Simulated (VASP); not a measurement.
A run of VASP 6.6.1 is set up as follows.

File INCAR:

```
SYSTEM = NbSi
  ALGO = Normal
  EDIFF = 1E-7
  EDIFFG = -0.01
  ENCUT = 600
  GGA = PS
  IBRION = 2
  ISIF = 3
  ISMEAR = -1
  LASPH = .TRUE.
  LCHARG = .FALSE.
  LREAL = .FALSE.
  LWAVE = .FALSE.
  NELM = 100
  NSW = 60
  PREC = Accurate
  PSTRESS = 200.0
  SIGMA = 0.05
```

Contents of KPOINTS:

```
k-points
0
G
  9 9 9
  0 0 0
```

The input POSCAR:

```
NbSi
1.0
    0.0000000000      2.5738300000      2.5738300000
    2.5738300000      0.0000000000      2.5738300000
    2.5738300000      2.5738300000      0.0000000000
Nb Si
1 1
Direct
    0.0000000000      0.0000000000      0.0000000000
    0.5000000000      0.5000000000      0.5000000000
```

Potentials or basis: VASP PAW PBE potentials, release 64 (Nb_sv, Si).

Run with:

```console
$ cat potpaw_PBE.64/Nb_sv/POTCAR potpaw_PBE.64/Si/POTCAR > POTCAR
$ mpirun -np 1 vasp_std > vasp.out
```

Problem. Predict the space group after relaxing (to 0.05 Å).

Solution. Fm-3m (No. 225).

Problem. Predict the relaxed cell.

Solution. a = 3.484 Å, b = 3.484 Å, c = 3.484 Å, α = 60.00°, β = 60.00°, γ = 60.00°.

Problem. What does it give for the relaxed volume?

Solution. 14.95 Å³/atom.

Step by step:
```csv
step,energy change (eV),largest force (eV/Å),pressure (GPa),volume (Å³)
1,0.0000,0.0000,-4.40,34.10
2,2.9003,0.0000,123.16,22.82
3,0.1296,0.0000,17.25,30.26
4,0.1612,0.0000,19.33,29.98
5,0.1720,0.0000,20.01,29.90
```

Caveat: the cell is relaxed towards a set pressure, so the enthalpy falls and the energy may rise; the PAW data sets were made with another functional, which shifts forces and pressure a little.
